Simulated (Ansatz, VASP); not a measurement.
## BeNiAg3 in VASP and in Ansatz

```
Be Ni Ag
1.0
     4.66659    0.00000    0.00000
     0.00000    4.66659    0.00000
     0.00000    0.00000    4.66659
Be Ni Ag
1 1 3
Direct
  0.00000 0.00000 0.00000
  0.50000 0.50000 0.50000
  0.00000 0.50000 0.50000
  0.50000 0.00000 0.50000
  0.50000 0.50000 0.00000
```

Alike in both runs: functional r2SCAN; k mesh 8 × 8 × 8; occupations gaussian, width 0.1 eV; no spin polarisation.

Ansatz relaxed the structure, and its values are those at the end. VASP's run is a single point on that final structure, the one shown.

|  | VASP | Ansatz |
| --- | --- | --- |
| version | VASP 6.6.1 | Ansatz 0.2.0 |
| potentials or method | VASP PAW PBE potentials, release 64 (Be, Ni, Ag), cutoff 520 eV | scalar-relativistic, plane waves, PAW |
| valence electrons in the cell | 45 | 77 |

|  | VASP | Ansatz | Ansatz less VASP |
| --- | --- | --- | --- |
| gap on the k mesh at the Fermi level (eV) | none | none | - |
| pressure (GPa) | 0.1 | 0.0 | -0.10 |

VASP's potentials were made for PBE, not for r2SCAN. A gap of «none» marks a metal or a gap that the smearing closes. VASP's potentials hold 45 valence electrons a cell and Ansatz's 77, so a difference there can come from the potentials and not from the codes.
